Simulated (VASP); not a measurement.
# Cd4SeS3 (P-43m) in VASP: settings compared

Aim: see how the results for Cd4SeS3 move with the level of theory and the settings. Levels: PBE, PBEsol. Tasks: single point.

Program: VASP 6.6.1. These are calculated values, not measurements. Logs are shortened: lines on timing, memory, paths and dates and some standing lists are left out, and cuts for length are marked.

## (1) The cell of the first run

The structure is cubic, space group P-43m (No. 215). Conventional cell: a = 5.992 Å, b = 5.992 Å, c = 5.992 Å, α = 90.00°, β = 90.00°, γ = 90.00°. Cd (site symmetry 3m) has 3 S at 2.58 Å and 1 Se at 2.65 Å within 3.4 Å. Within 3.5 Å of Se (site symmetry -43m) lie 4 Cd at 2.65 Å. Within 3.4 Å of S (site symmetry -42m) lie 4 Cd at 2.58 Å.

## (2) Single point, PBE

The input, INCAR:

```
PREC = Accurate
ENCUT = 520
EDIFF = 1E-6
ISMEAR = 0
SIGMA = 0.02
LREAL = F
LASPH = T
NELM = 100
ALGO = Normal
ISIF = 2
LWAVE = F
LCHARG = F
GGA = PE
NBANDS = 46
```

The input, KPOINTS:

```
regular mesh
0
Gamma
  6 6 6
```

The input, POSCAR:

```
Cd4SeS3
1.0
    5.9919743000      0.0000000000      0.0000000000
    0.0000000000      5.9919743000      0.0000000000
    0.0000000000      0.0000000000      5.9919743000
Cd Se S
4 1 3
Direct
    0.2442710000      0.7557290000      0.2442710000
    0.2442710000      0.2442710000      0.7557290000
    0.7557290000      0.7557290000      0.7557290000
    0.7557290000      0.2442710000      0.2442710000
    0.5000000000      0.5000000000      0.5000000000
    0.5000000000      0.0000000000      0.0000000000
    0.0000000000      0.0000000000      0.5000000000
    0.0000000000      0.5000000000      0.0000000000
```

Potentials or basis: VASP PAW PBE potentials, release 64 (Cd, Se, S).

Run with:

```sh
$ cat potpaw_PBE.64/Cd/POTCAR potpaw_PBE.64/Se/POTCAR potpaw_PBE.64/S/POTCAR > POTCAR
$ mpirun -np 1 vasp_std > vasp.out
```

OUTCAR:

```text
PREC = Accurate
   ENCUT = 520
   EDIFF = 1E-6
   ISMEAR = 0
   LREAL = F
   LASPH = T
   NELM = 100
   ISIF = 2
   GGA = PE

 ion  position               nearest neighbor table
   1  0.244  0.756  0.244-   6 2.58   7 2.58   8 2.58   5 2.65
   2  0.244  0.244  0.756-   6 2.58   7 2.58   8 2.58   5 2.65
   3  0.756  0.756  0.756-   6 2.58   7 2.58   8 2.58   5 2.65
   4  0.756  0.244  0.244-   6 2.58   7 2.58   8 2.58   5 2.65
   5  0.500  0.500  0.500-   1 2.65   2 2.65   3 2.65   4 2.65
   6  0.500  0.000  0.000-   1 2.58   2 2.58   3 2.58   4 2.58
   7  0.000  0.000  0.500-   1 2.58   2 2.58   3 2.58   4 2.58
   8  0.000  0.500  0.000-   1 2.58   2 2.58   3 2.58   4 2.58

  LATTYP: Found a simple cubic cell.
 ALAT       =     5.9919743000

  Lattice vectors:

 A1 = (   5.9919743000,   0.0000000000,   0.0000000000)
 A2 = (   0.0000000000,   5.9919743000,   0.0000000000)
 A3 = (   0.0000000000,   0.0000000000,   5.9919743000)

Analysis of symmetry for initial positions (statically):
=====================================================================
 Subroutine PRICEL returns:
 Original cell was already a primitive cell.

 Routine SETGRP: Setting up the symmetry group for a
 simple cubic supercell.

 Subroutine GETGRP returns: Found 24 space group operations
 (whereof 24 operations were pure point group operations)
 out of a pool of 48 trial point group operations.

The static configuration has the point symmetry T_d .

Analysis of symmetry for dynamics (positions and initial velocities):
=====================================================================
 Subroutine PRICEL returns:
 Original cell was already a primitive cell.

 Routine SETGRP: Setting up the symmetry group for a
 simple cubic supercell.

 Subroutine GETGRP returns: Found 24 space group operations
 (whereof 24 operations were pure point group operations)
 out of a pool of 48 trial point group operations.

The dynamic configuration has the point symmetry T_d .

 Subroutine INISYM returns: Found 24 space group operations
 (whereof 24 operations are pure point group operations),
 and found     1 'primitive' translations

----------------------------------------------------------------------------------------

                                     Primitive cell

  volume of cell :     215.1344

  direct lattice vectors                    reciprocal lattice vectors
     5.991974300  0.000000000  0.000000000     0.166889901  0.000000000  0.000000000
     0.000000000  5.991974300  0.000000000     0.000000000  0.166889901  0.000000000
     0.000000000  0.000000000  5.991974300     0.000000000  0.000000000  0.166889901

  length of vectors
     5.991974300  5.991974300  5.991974300     0.166889901  0.166889901  0.166889901

  position of ions in fractional coordinates (direct lattice)
     0.244271000  0.755729000  0.244271000
     0.244271000  0.244271000  0.755729000
     0.755729000  0.755729000  0.755729000
     0.755729000  0.244271000  0.244271000
     0.500000000  0.500000000  0.500000000
     0.500000000  0.000000000  0.000000000
     0.000000000  0.000000000  0.500000000
     0.000000000  0.500000000  0.000000000

  ion indices of the primitive-cell ions
   primitive index   ion index
                 1           1
                 2           2
                 3           3
                 4           4
                 5           5
                 6           6
                 7           7
                 8           8

----------------------------------------------------------------------------------------

 KPOINTS: regular mesh

Automatic generation of k-mesh.
 Grid dimensions read from file:
 generate k-points for:    6    6    6

 Generating k-lattice:

  Cartesian coordinates                     Fractional coordinates (reciprocal lattice)
     0.027814984  0.000000000  0.000000000     0.166666667  0.000000000  0.000000000
     0.000000000  0.027814984  0.000000000     0.000000000  0.166666667  0.000000000
     0.000000000  0.000000000  0.027814984     0.000000000  0.000000000  0.166666667

  Length of vectors
     0.027814984  0.027814984  0.027814984

  Shift w.r.t. Gamma in fractional coordinates (k-lattice)
     0.000000000  0.000000000  0.000000000

 Subroutine IBZKPT returns following result:
 ===========================================

 Found     20 irreducible k-points:

 Following reciprocal coordinates:
            Coordinates               Weight
  0.000000  0.000000  0.000000      1.000000
  0.166667  0.000000  0.000000      6.000000
  0.333333  0.000000  0.000000      6.000000
  0.500000  0.000000  0.000000      3.000000
  0.166667  0.166667  0.000000     12.000000
  0.333333  0.166667  0.000000     24.000000
[... 12 lines left out ...]
  0.500000  0.500000  0.333333      6.000000
  0.500000  0.500000  0.500000      1.000000
   k-points           NKPTS =     20   k-points in BZ     NKDIM =     20   number of bands    NBANDS=     46
   number of dos      NEDOS =    301   number of ions     NIONS =      8
   total plane-waves  NPLWV = 110592
   dimension x,y,z NGX =    48 NGY =   48 NGZ =   48
   dimension x,y,z NGXF=    96 NGYF=   96 NGZF=   96
   ions per type =               4   1   3
   NGX,Y,Z   is equivalent  to a cutoff of  13.32, 13.32, 13.32 a.u.
   NGXF,Y,Z  is equivalent  to a cutoff of  26.63, 26.63, 26.63 a.u.
 SYSTEM =  unknown system
   PREC   = accura    normal or accurate (medium, high low for compatibility)
   ISTART =      0    job   : 0-new  1-cont  2-samecut
   ICHARG =      2    charge: 1-file 2-atom 10-const
   ISPIN  =      1    spin polarized calculation?
   LNONCOLLINEAR =      F non collinear calculations
   LSORBIT =      F    spin-orbit coupling
   LASPH  =      T    aspherical Exc in radial PAW
   ENCUT  =  520.0 eV  38.22 Ry    6.18 a.u.  11.14 11.14 11.14*2*pi/ulx,y,z
   NELM   =    100;   NELMIN=  2; NELMDL= -5     # of ELM steps
   EDIFF  = 0.1E-05   stopping-criterion for ELM
   LREAL  =      F    real-space projection
   EDIFFG = 0.1E-04   stopping-criterion for IOM
   NSW    =      0    number of steps for IOM
   IBRION =     -1    ionic relax: 0-MD 1-quasi-New 2-CG
   NFREE  =      0    steps in history (QN), initial steepest desc. (CG)
   ISIF   =      2    stress and relaxation
   ISYM   =      2    0-nonsym 1-usesym 2-fastsym
   POTIM  = 0.5000    time-step for ionic-motion
   TEBEG  =    0.0;   TEEND  =   0.0 temperature during run
   PSTRESS=    0.0 pullay stress
   NELECT =      72.0000    total number of electrons
   NUPDOWN=      -1.0000    fix difference up-down
   EMIN   =  10.00;   EMAX   =-10.00  energy-range for DOS
   EFERMI =   0.00;   METHOD = LEGACY
   ISMEAR =     0;   SIGMA  =   0.02  broadening in eV -4-tet -1-fermi 0-gaus
   EFERMI_NEDOS =   21; number of points for ismear=-14 and -15
   IALGO  =     38    algorithm
   IMIX   =      4    mixing-type and parameters
     AMIX     =   0.40;   BMIX     =  1.00
     AMIX_MAG =   1.60;   BMIX_MAG =  1.00
  volume/ion in A,a.u.               =      26.89       181.47
  Fermi-wavevector in a.u.,A,eV,Ry     =   1.136621  2.147902 17.577470  1.291908
  Thomas-Fermi vector in A             =   2.273326
   LORBIT       =      0    0 simple, 1 ext, 2 COOP (PROOUT), +10 PAW based schemes
   GGA     = PE    functional components
   LHFCALC =     F    Hartree Fock is set to
   AEXX    =    0.0000 exact exchange contribution
   IVDW    =     0    specifies the selected vdW correction
   LEPSILON=     F    determine dielectric tensor
   LRPA    =     F    only Hartree local field effects (RPA)
 non-spin polarized calculation
 Gauss-broadening in eV      SIGMA  =   0.02
  energy-cutoff  :      520.00
  volume of cell :      215.13
 maximum number of plane-waves:      5832
 NGX is ok and might be reduce to    48
   NGX = 23   NGY = 23   NGZ = 23

 number of electron      71.9999989 magnetization

 Free energy of the ion-electron system (eV)
  ---------------------------------------------------
  ext. energy  EPLUGINS =         0.00000000
  ---------------------------------------------------
  free energy    TOTEN  =       -23.90375015 eV

  energy without entropy =      -23.90375015  energy(sigma->0) =      -23.90375015

 E-fermi :   0.9388     XC(G=0):  -8.8597

 val. band max:        0.8314193722   @ k =   0.0000   0.0000   0.0000
 cond. band min:       1.7067038765   @ k =   0.0000   0.0000   0.0000
 fundamental gap:      0.8752845043
 Fermi energy:         0.9388273754

 k-point     1 :       0.0000    0.0000    0.0000
  band No.  band energies     occupation
      1     -11.3295      2.00000
      2     -10.8767      2.00000
      3     -10.8226      2.00000
      4     -10.8226      2.00000
      5      -6.8056      2.00000
      6      -6.8056      2.00000
[... 38 lines left out ...]
     45       7.2185      0.00000
     46       7.2185      0.00000

 k-point     2 :       0.1667    0.0000    0.0000
  band No.  band energies     occupation
      1     -11.2971      2.00000
      2     -10.8921      2.00000
      3     -10.8388      2.00000
      4     -10.8228      2.00000
      5      -6.7893      2.00000
      6      -6.7893      2.00000
[... 38 lines left out ...]
     45       7.4168      0.00000
     46       7.4168      0.00000

 k-point     3 :       0.3333    0.0000    0.0000
  band No.  band energies     occupation
      1     -11.2094      2.00000
      2     -10.9646      2.00000
      3     -10.8525      2.00000
      4     -10.8233      2.00000
      5      -6.7436      2.00000
      6      -6.7436      2.00000
[... 822 lines left out ...]
     45       7.7537      0.00000
     46       7.7584      0.00000

 k-point    20 :       0.5000    0.5000    0.5000
  band No.  band energies     occupation
      1     -11.0212      2.00000
      2     -10.9350      2.00000
      3     -10.9350      2.00000
      4     -10.9350      2.00000
      5      -6.7247      2.00000
      6      -6.7247      2.00000
[... 38 lines left out ...]
     45       7.6323      0.00000
     46       7.6522      0.00000

------------------------ aborting loop because EDIFF is reached ----------------------------------------

  FORCE on cell =-STRESS in cart. coord.  units (eV):
  Direction    XX          YY          ZZ          XY          YZ          ZX
  --------------------------------------------------------------------------------------
  -------------------------------------------------------------------------------------
  Total        0.4367465      0.4367465      0.4367465      0.0000000      0.0000000     -0.0000000
  in kB        3.2525968      3.2525968      3.2525968      0.0000000      0.0000000     -0.0000000
  external PRESSURE =       3.2525968 kB  Pullay stress =       0.0000000 kB

 VOLUME and BASIS-vectors are now :
 -----------------------------------------------------------------------------
  energy-cutoff  :      520.00
  volume of cell :      215.13
      direct lattice vectors                 reciprocal lattice vectors
     5.991974300  0.000000000  0.000000000     0.166889901  0.000000000  0.000000000
     0.000000000  5.991974300  0.000000000     0.000000000  0.166889901  0.000000000
     0.000000000  0.000000000  5.991974300     0.000000000  0.000000000  0.166889901

 POSITION                                       TOTAL-FORCE (eV/Angst)
 -----------------------------------------------------------------------------------
      1.46367      4.52831      1.46367        -0.010040      0.010040     -0.010040
      1.46367      1.46367      4.52831        -0.010040     -0.010040      0.010040
      4.52831      4.52831      4.52831         0.010040      0.010040      0.010040
      4.52831      1.46367      1.46367         0.010040     -0.010040     -0.010040
      2.99599      2.99599      2.99599        -0.000000     -0.000000     -0.000000
      2.99599      0.00000      0.00000        -0.000000     -0.000000     -0.000000
      0.00000      0.00000      2.99599        -0.000000     -0.000000     -0.000000
      0.00000      2.99599      0.00000        -0.000000      0.000000     -0.000000
 -----------------------------------------------------------------------------------
    total drift:                               -0.000000     -0.000000     -0.000000

  FREE ENERGIE OF THE ION-ELECTRON SYSTEM (eV)
  ---------------------------------------------------
  free  energy   TOTEN  =       -23.9037501541 eV

  energy  without entropy=      -23.9037501541  energy(sigma->0) =      -23.90375015
```

Wall time 2.7 min (1 thread of AMD EPYC 7R13 (Zen 3), shared host); peak memory 0.39 GiB.

What came out:

```
Free energy            : -23.9038 eV
Pressure               : 0.3 GPa
Largest force          : 0.017 eV/Å
Band gap on the k mesh : 0.88 eV
```

Forces in eV/Å, atoms in the order of the input:
```
Cd  -0.010  0.010 -0.010
Cd  -0.010 -0.010  0.010
Cd   0.010  0.010  0.010
Cd   0.010 -0.010 -0.010
Se   0.000  0.000  0.000
S    0.000  0.000  0.000
S    0.000  0.000  0.000
S    0.000  0.000  0.000
```

## (3) Single point, PBEsol

The input, INCAR:

```
PREC = Accurate
ENCUT = 520
EDIFF = 1E-7
ISMEAR = 0
SIGMA = 0.02
LREAL = F
LASPH = T
NELM = 80
ALGO = Normal
ISIF = 2
LWAVE = F
LCHARG = T
GGA = PS
LELF = T
LVHAR = T
NBANDS = 46
```

The input, KPOINTS:

```
Automatic mesh
0
Gamma
  6 6 6
```

POSCAR is that of step 2.

Potentials or basis: VASP PAW PBE potentials, release 64 (Cd, Se, S).

Run with:

```sh
$ cat potpaw_PBE.64/Cd/POTCAR potpaw_PBE.64/Se/POTCAR potpaw_PBE.64/S/POTCAR > POTCAR
$ mpirun -np 1 vasp_std > vasp.out
```

Wall time 2.9 min (1 thread of AMD EPYC 7R13 (Zen 3), shared host); peak memory 0.39 GiB.

It converged, with:

```yaml
Free_energy: -26.5080 eV
Pressure: -2.4 GPa
Largest_force: 0.010 eV/Å
Band_gap_on_the_k_mesh: 0.74 eV
```

Forces in eV/Å, atoms in the order of the input:
```
Cd  -0.006  0.006 -0.006
Cd  -0.006 -0.006  0.006
Cd   0.006  0.006  0.006
Cd   0.006 -0.006 -0.006
Se   0.000  0.000  0.000
S    0.000  0.000  0.000
S    0.000  0.000  0.000
S    0.000  0.000  0.000
```

Levels at points of the mesh, in eV from the valence-band top:
```
           k point  band 33  band 34  band 35  band 36  band 37  band 38  band 39  band 40
(0.00, 0.00, 0.00)    -1.69     0.00     0.00     0.00     0.74     3.17     3.45     3.45
(0.50, 0.00, 0.00)    -1.09    -1.09    -0.83    -0.83     3.25     3.28     4.52     4.59
(0.50, 0.50, 0.00)    -0.90    -0.80    -0.60    -0.60     3.87     3.87     3.89     3.94
(0.50, 0.50, 0.50)    -0.79    -0.51    -0.51    -0.51     2.60     2.60     2.60     2.79
```

Caveat: semilocal functionals underestimate gaps, and a narrow one can read as zero; the PAW data sets were made with another functional, which shifts forces and pressure a little.
